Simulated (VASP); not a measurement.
Runs of VASP 6.6.1 on CsPbCl3. The structure is that of space group P4/mmm (No. 123), or close to it. The cells are those of the table. 

```tsv
cell	gap on the mesh (eV)	pressure (GPa)
a = 5.325, b = 5.325, c = 5.885 Å, 5 atoms	0.91	(a)
a = 5.465, b = 5.465, c = 5.745 Å, 5 atoms	(c)	1.0
a = 5.325, b = 5.325, c = 5.745 Å, 5 atoms	(b)	3.0
a = 5.605, b = 5.605, c = 5.325 Å, 5 atoms	1.37	1.8
```

Alike in all rows: task single point; level PBEsol; potentials or basis VASP PAW PBE potentials, release 64 (Cs_sv, Pb_d, Cl); no spin polarisation; k mesh 6 × 6 × 6; cutoff (eV) 520; smearing gaussian 0.05 eV.

Problem. Estimate the missing entries.

Solution. (a) 2.4; (b) 0.93; (c) 1.40.

Caveats: the PAW data sets were made with another functional, which shifts forces and pressure a little; spin-orbit coupling is left out, which moves the levels of the heavy elements.

A k mesh can miss the band edges, and the runs leave out spin-orbit coupling on Cs, Pb.
